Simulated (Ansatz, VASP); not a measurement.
## NaCl in VASP and in Ansatz

```
Cl Na
1.0
     3.50219    0.00000    0.00000
     0.00000    3.50219    0.00000
     0.00000    0.00000    3.50219
Cl Na
1 1
Direct
  0.50000 0.50000 0.50000
  0.00000 0.00000 0.00000
```

Alike in both runs: task single point; functional PBE; k mesh 8 × 8 × 8; occupations gaussian, width 0.019 eV; no spin polarisation.

|  | VASP | Ansatz |
| --- | --- | --- |
| version | VASP 6.6.1 | Ansatz 0.2.0 |
| potentials or method | VASP PAW PBE potentials, release 64 (Cl, Na_pv), cutoff 520 eV | all-electron LAPW, scalar-relativistic |

```csv
,VASP,Ansatz,Ansatz less VASP
gap on the k mesh at the Fermi level (eV),3.98,3.98,0.000
least direct gap on the mesh (eV),4.47,4.47,0.000
pressure (GPa),0.1,0.1,+0.06
```

Ansatz ran all-electron here, and VASP with PAW potentials.
